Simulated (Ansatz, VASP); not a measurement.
# One calculation of Zr, two programs

```xyz
1
Lattice="-1.7731 1.7731 1.7731 1.7731 -1.7731 1.7731 1.7731 1.7731 -1.7731" Properties=species:S:1:pos:R:3 pbc="T T T"
Zr    0.0000    0.0000    0.0000
```

Change from the starting cell: volume scaled by 0.94.

Alike in both runs: task single point; functional PBE; k mesh 14 × 14 × 14; occupations fermi-dirac, width 0.08 eV; no spin polarisation.

```csv
,VASP,Ansatz
version,VASP 6.6.1,Ansatz 0.2.0
potentials or method,"VASP PAW PBE potentials, release 64 (Zr_sv), cutoff 520 eV","all-electron LAPW, scalar-relativistic"
```

```csv
,VASP,Ansatz,Ansatz less VASP
pressure (GPa),2.3,2.3,-0.01
```

Ansatz ran all-electron here, and VASP with PAW potentials.
